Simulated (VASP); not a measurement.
# Ta (Im-3m) in VASP: notebook

The runs below take Ta through single point, with PBE.

Everything below comes from runs of VASP 6.6.1. Logs are shortened: lines on timing, memory, paths and dates and some standing lists are left out, and cuts for length are marked.

## (1) The cell of the first run

Symmetry: Im-3m, No. 229, cubic system. The conventional cell has a = 3.321 Å, b = 3.321 Å, c = 3.321 Å, α = 90.00°, β = 90.00°, γ = 90.00°. Within 3.8 Å of Ta (site symmetry m-3m) lie 14 Ta at 2.88 to 3.32 Å.

## (2) Single point, PBE

INCAR

```
SYSTEM = Ta
ALGO = Normal
EDIFF = 1E-6
ENCUT = 520
GGA = PE
ISIF = 2
ISMEAR = 1
LASPH = .TRUE.
LCHARG = .FALSE.
LREAL = Auto
LWAVE = .FALSE.
NBANDS = 102
NELM = 80
PREC = Accurate
SIGMA = 0.1
```

KPOINTS

```
k-points
0
G
  3 3 3
  0 0 0
```

POSCAR

```
Ta
1.0
    6.6414755518      0.0000000000      0.0000000000
    0.0000000000      6.6414755518      0.0000000000
    0.0000000000      0.0000000000      6.6414755518
Ta
16
Direct
    0.0000000000      0.0000000000      0.0000000000
    0.2500000000      0.2500000000      0.2500000000
    0.0000000000      0.0000000000      0.5000000000
    0.2500000000      0.2500000000      0.7500000000
    0.0000000000      0.5000000000      0.0000000000
    0.2500000000      0.7500000000      0.2500000000
    0.0000000000      0.5000000000      0.5000000000
    0.2500000000      0.7500000000      0.7500000000
    0.5000000000      0.0000000000      0.0000000000
    0.7500000000      0.2500000000      0.2500000000
    0.5000000000      0.0000000000      0.5000000000
    0.7500000000      0.2500000000      0.7500000000
    0.5000000000      0.5000000000      0.0000000000
    0.7500000000      0.7500000000      0.2500000000
    0.5000000000      0.5000000000      0.5000000000
    0.7500000000      0.7500000000      0.7500000000
```

Potentials or basis: VASP PAW PBE potentials, release 64 (Ta_pv).

Run with:

```
> cat potpaw_PBE.64/Ta_pv/POTCAR > POTCAR
> mpirun -np 1 vasp_std > vasp.out
```

OUTCAR:

```text
SYSTEM = Ta
   EDIFF = 1E-6
   ENCUT = 520
   GGA = PE
   ISIF = 2
   ISMEAR = 1
   LASPH = .TRUE.
   LREAL = Auto
   NELM = 80
   PREC = Accurate

 ion  position               nearest neighbor table
   1  0.000  0.000  0.000-   2 2.88   4 2.88   6 2.88   8 2.88  10 2.88  12 2.88  14 2.88  16 2.88
                             5 3.32   9 3.32   3 3.32   3 3.32   5 3.32   9 3.32
   2  0.250  0.250  0.250-   1 2.88   3 2.88   5 2.88   7 2.88   9 2.88  11 2.88  13 2.88  15 2.88
                             4 3.32   6 3.32  10 3.32   4 3.32   6 3.32  10 3.32
   3  0.000  0.000  0.500-   2 2.88   4 2.88   6 2.88   8 2.88  10 2.88  12 2.88  14 2.88  16 2.88
                             1 3.32   7 3.32  11 3.32   1 3.32   7 3.32  11 3.32
   4  0.250  0.250  0.750-   1 2.88   3 2.88   5 2.88   7 2.88   9 2.88  11 2.88  13 2.88  15 2.88
                            12 3.32   2 3.32   8 3.32   2 3.32   8 3.32  12 3.32
   5  0.000  0.500  0.000-   2 2.88   4 2.88   6 2.88   8 2.88  10 2.88  12 2.88  14 2.88  16 2.88
                            13 3.32   7 3.32   1 3.32   7 3.32   1 3.32  13 3.32
   6  0.250  0.750  0.250-   1 2.88   3 2.88   5 2.88   7 2.88   9 2.88  11 2.88  13 2.88  15 2.88
                             2 3.32  14 3.32   8 3.32   8 3.32   2 3.32  14 3.32
   7  0.000  0.500  0.500-   2 2.88   4 2.88   6 2.88   8 2.88  10 2.88  12 2.88  14 2.88  16 2.88
                             3 3.32  15 3.32   5 3.32   5 3.32   3 3.32  15 3.32
   8  0.250  0.750  0.750-   1 2.88   3 2.88   5 2.88   7 2.88   9 2.88  11 2.88  13 2.88  15 2.88
                             6 3.32   4 3.32  16 3.32   6 3.32   4 3.32  16 3.32
   9  0.500  0.000  0.000-   2 2.88   4 2.88   6 2.88   8 2.88  10 2.88  12 2.88  14 2.88  16 2.88
                            13 3.32  11 3.32   1 3.32  11 3.32  13 3.32   1 3.32
  10  0.750  0.250  0.250-   1 2.88   3 2.88   5 2.88   7 2.88   9 2.88  11 2.88  13 2.88  15 2.88
                             2 3.32  14 3.32  12 3.32  12 3.32  14 3.32   2 3.32
  11  0.500  0.000  0.500-   2 2.88   4 2.88   6 2.88   8 2.88  10 2.88  12 2.88  14 2.88  16 2.88
                             3 3.32  15 3.32   9 3.32   9 3.32  15 3.32   3 3.32
  12  0.750  0.250  0.750-   1 2.88   3 2.88   5 2.88   7 2.88   9 2.88  11 2.88  13 2.88  15 2.88
                            10 3.32   4 3.32  16 3.32  10 3.32  16 3.32   4 3.32
  13  0.500  0.500  0.000-   2 2.88   4 2.88   6 2.88   8 2.88  10 2.88  12 2.88  14 2.88  16 2.88
                             5 3.32  15 3.32   9 3.32  15 3.32   9 3.32   5 3.32
  14  0.750  0.750  0.250-   1 2.88   3 2.88   5 2.88   7 2.88   9 2.88  11 2.88  13 2.88  15 2.88
                            10 3.32   6 3.32  16 3.32  16 3.32  10 3.32   6 3.32
  15  0.500  0.500  0.500-   2 2.88   4 2.88   6 2.88   8 2.88  10 2.88  12 2.88  14 2.88  16 2.88
                            13 3.32  11 3.32   7 3.32  13 3.32  11 3.32   7 3.32
  16  0.750  0.750  0.750-   1 2.88   3 2.88   5 2.88   7 2.88   9 2.88  11 2.88  13 2.88  15 2.88
                             8 3.32  14 3.32  12 3.32  14 3.32  12 3.32   8 3.32

  LATTYP: Found a simple cubic cell.
 ALAT       =     6.6414755518

  Lattice vectors:

 A1 = (   6.6414755518,   0.0000000000,   0.0000000000)
 A2 = (   0.0000000000,   6.6414755518,   0.0000000000)
 A3 = (   0.0000000000,   0.0000000000,   6.6414755518)

Analysis of symmetry for initial positions (statically):
=====================================================================
 Subroutine PRICEL returns following result:

[... 142 lines left out ...]
  Thomas-Fermi vector in A             =   2.506173
   LORBIT       =      0    0 simple, 1 ext, 2 COOP (PROOUT), +10 PAW based schemes
   GGA     = PE    functional components
   LHFCALC =     F    Hartree Fock is set to
   AEXX    =    0.0000 exact exchange contribution
   IVDW    =     0    specifies the selected vdW correction
   LEPSILON=     F    determine dielectric tensor
   LRPA    =     F    only Hartree local field effects (RPA)
 non-spin polarized calculation
 Methfessel and Paxton  Order N= 1 SIGMA  =   0.10
  energy-cutoff  :      520.00
  volume of cell :      292.95
 maximum number of plane-waves:      7893
 NGX is ok and might be reduce to    50
   NGX = 25   NGY = 25   NGZ = 25

 number of electron     175.9999941 magnetization

 Free energy of the ion-electron system (eV)
  ---------------------------------------------------
  ext. energy  EPLUGINS =         0.00000000
  ---------------------------------------------------
  free energy    TOTEN  =      -188.55556107 eV

  energy without entropy =     -188.52005278  energy(sigma->0) =     -188.54372497

 E-fermi :   5.2896     XC(G=0): -12.5321

 val. band max:        5.2779275240   @ k =   0.3333   0.3333   0.0000
 cond. band min:       5.3425247249   @ k =   0.3333   0.3333   0.0000
 fundamental gap:      0.0645972009
 Fermi energy:         5.2895881446

 k-point     1 :       0.0000    0.0000    0.0000
  band No.  band energies     occupation
      1     -28.8796      2.00000
      2     -28.8796      2.00000
      3     -28.8796      2.00000
      4     -28.8796      2.00000
      5     -28.8796      2.00000
      6     -28.8796      2.00000
[... 401 lines left out ...]
     99       8.3355      0.00000
    100       8.3383      0.00000
 [bands above 100 left out]

------------------------ aborting loop because EDIFF is reached ----------------------------------------

  FORCE on cell =-STRESS in cart. coord.  units (eV):
  Direction    XX          YY          ZZ          XY          YZ          ZX
  --------------------------------------------------------------------------------------
  -------------------------------------------------------------------------------------
  Total       -0.6205751     -0.6205751     -0.6205751     -0.0000000     -0.0000000     -0.0000000
  in kB       -3.3939948     -3.3939948     -3.3939948     -0.0000000     -0.0000000     -0.0000000
  external PRESSURE =      -3.3939948 kB  Pullay stress =       0.0000000 kB

 VOLUME and BASIS-vectors are now :
 -----------------------------------------------------------------------------
  energy-cutoff  :      520.00
  volume of cell :      292.95
      direct lattice vectors                 reciprocal lattice vectors
     6.641475552  0.000000000  0.000000000     0.150568950  0.000000000  0.000000000
     0.000000000  6.641475552  0.000000000     0.000000000  0.150568950  0.000000000
     0.000000000  0.000000000  6.641475552     0.000000000  0.000000000  0.150568950

 POSITION                                       TOTAL-FORCE (eV/Angst)
 -----------------------------------------------------------------------------------
      0.00000      0.00000      0.00000        -0.000000     -0.000000      0.000000
      1.66037      1.66037      1.66037         0.000000     -0.000000     -0.000000
      0.00000      0.00000      3.32074         0.000000     -0.000000      0.000000
      1.66037      1.66037      4.98111        -0.000000      0.000000      0.000000
      0.00000      3.32074      0.00000         0.000000      0.000000      0.000000
      1.66037      4.98111      1.66037         0.000000      0.000000      0.000000
[... 8 lines left out ...]
      3.32074      3.32074      3.32074         0.000000      0.000000     -0.000000
      4.98111      4.98111      4.98111         0.000000     -0.000000     -0.000000
 -----------------------------------------------------------------------------------
    total drift:                                0.000000     -0.000000     -0.000000

  FREE ENERGIE OF THE ION-ELECTRON SYSTEM (eV)
  ---------------------------------------------------
  free  energy   TOTEN  =      -188.5555610718 eV

  energy  without entropy=     -188.5200527781  energy(sigma->0) =     -188.54372497
```

Run time: 2.9 min. Hardware: 1 thread of Intel Xeon Platinum 8375C at 2.90GHz (Ice Lake), shared host; peak memory 0.38 GiB.

What came out:

```yaml
Free_energy: -188.5556 eV
Pressure: -0.3 GPa
Band_gap_on_the_k_mesh: zero (bands 88 and 89 overlap by 1.75 eV)
```

Levels at points of the mesh, in eV from the Fermi level:
```tsv
k point	band 83	band 84	band 85	band 86	band 87	band 88
(0.00, 0.00, 0.00)	0.81	0.81	1.32	1.32	1.32	1.32
```

Caveat: spin-orbit coupling is left out, which moves the levels of the heavy elements.

## (3) Single point, PBE

INCAR

```
PREC = Accurate
ENCUT = 520
EDIFF = 1E-6
ISMEAR = 1
SIGMA = 0.1
LREAL = Auto
LASPH = True
NELM = 60
ALGO = Normal
ISIF = 2
LWAVE = False
LCHARG = False
GGA = PE
NBANDS = 102
```

KPOINTS

```
Automatic mesh
0
Gamma
  5 5 5
```

POSCAR is that of step 2.

Potentials or basis: VASP PAW PBE potentials, release 64 (Ta_pv).

Run with:

```
> cat potpaw_PBE.64/Ta_pv/POTCAR > POTCAR
> mpirun -np 1 vasp_std > vasp.out
```

OUTCAR:

```text
PREC = Accurate
   ENCUT = 520
   EDIFF = 1E-6
   ISMEAR = 1
   LREAL = Auto
   LASPH = True
   NELM = 60
   ISIF = 2
   GGA = PE

 ion  position               nearest neighbor table
   1  0.000  0.000  0.000-   2 2.88   4 2.88   6 2.88   8 2.88  10 2.88  12 2.88  14 2.88  16 2.88
                             5 3.32   9 3.32   3 3.32   3 3.32   5 3.32   9 3.32
   2  0.250  0.250  0.250-   1 2.88   3 2.88   5 2.88   7 2.88   9 2.88  11 2.88  13 2.88  15 2.88
                             4 3.32   6 3.32  10 3.32   4 3.32   6 3.32  10 3.32
   3  0.000  0.000  0.500-   2 2.88   4 2.88   6 2.88   8 2.88  10 2.88  12 2.88  14 2.88  16 2.88
                             1 3.32   7 3.32  11 3.32   1 3.32   7 3.32  11 3.32
[... 1260 lines left out ...]
  external PRESSURE =       1.2244998 kB  Pullay stress =       0.0000000 kB

 VOLUME and BASIS-vectors are now :
 -----------------------------------------------------------------------------
  energy-cutoff  :      520.00
  volume of cell :      292.95
      direct lattice vectors                 reciprocal lattice vectors
     6.641475552  0.000000000  0.000000000     0.150568950  0.000000000  0.000000000
     0.000000000  6.641475552  0.000000000     0.000000000  0.150568950  0.000000000
     0.000000000  0.000000000  6.641475552     0.000000000  0.000000000  0.150568950

 POSITION                                       TOTAL-FORCE (eV/Angst)
 -----------------------------------------------------------------------------------
      0.00000      0.00000      0.00000        -0.000000     -0.000000      0.000000
      1.66037      1.66037      1.66037        -0.000000     -0.000000      0.000000
      0.00000      0.00000      3.32074        -0.000000      0.000000      0.000000
      1.66037      1.66037      4.98111        -0.000000     -0.000000      0.000000
      0.00000      3.32074      0.00000         0.000000     -0.000000      0.000000
      1.66037      4.98111      1.66037         0.000000      0.000000      0.000000
[... 8 lines left out ...]
      3.32074      3.32074      3.32074         0.000000     -0.000000     -0.000000
      4.98111      4.98111      4.98111         0.000000      0.000000     -0.000000
 -----------------------------------------------------------------------------------
    total drift:                                0.000000     -0.000000     -0.000000

  FREE ENERGIE OF THE ION-ELECTRON SYSTEM (eV)
  ---------------------------------------------------
  free  energy   TOTEN  =      -189.0341602425 eV

  energy  without entropy=     -189.0367075056  energy(sigma->0) =     -189.03500933
```

OSZICAR:

```text
N       E                     dE             d eps       ncg     rms          rms(c)
DAV:   1     0.196577374173E+04    0.19658E+04   -0.96834E+04  2072   0.181E+03
DAV:   2    -0.749724479583E+02   -0.20407E+04   -0.19913E+04  2130   0.553E+02
DAV:   3    -0.191505613601E+03   -0.11653E+03   -0.10951E+03  2590   0.107E+02
DAV:   4    -0.196472487310E+03   -0.49669E+01   -0.46806E+01  2432   0.176E+01
DAV:   5    -0.196653690965E+03   -0.18120E+00   -0.17969E+00  2608   0.291E+00    0.525E+01
DAV:   6    -0.190846752723E+03    0.58069E+01   -0.67824E+00  2286   0.110E+01    0.256E+01
DAV:   7    -0.189049283498E+03    0.17975E+01   -0.60219E+00  2308   0.981E+00    0.141E+00
DAV:   8    -0.189034329958E+03    0.14954E-01   -0.14316E-01  2432   0.148E+00    0.441E-01
DAV:   9    -0.189034288591E+03    0.41367E-04   -0.62724E-03  2368   0.261E-01    0.141E-01
DAV:  10    -0.189034167503E+03    0.12109E-03   -0.41180E-04  2544   0.860E-02    0.237E-02
DAV:  11    -0.189034162077E+03    0.54259E-05   -0.17199E-05  2332   0.161E-02    0.257E-03
DAV:  12    -0.189034159062E+03    0.30149E-05   -0.50695E-07  1374   0.325E-03    0.234E-03
DAV:  13    -0.189034160193E+03   -0.11315E-05   -0.17540E-07  1230   0.193E-03    0.159E-04
DAV:  14    -0.189034160242E+03   -0.49007E-07   -0.40739E-08  1230   0.600E-04
   1 F= -.18903416E+03 E0= -.18903501E+03  d E =0.254726E-02
```

Wall time 6.3 min (1 thread of Intel Xeon Platinum 8375C at 2.90GHz (Ice Lake), shared host); peak memory 0.46 GiB.

What came out:

```yaml
Free_energy: -189.0342 eV
Pressure: 0.1 GPa
Band_gap_on_the_k_mesh: zero (bands 88 and 89 overlap by 1.99 eV)
```

Caveat: spin-orbit coupling is left out, which moves the levels of the heavy elements.

The gap in the log of VASP goes by the Fermi energy; the results here count the filled bands.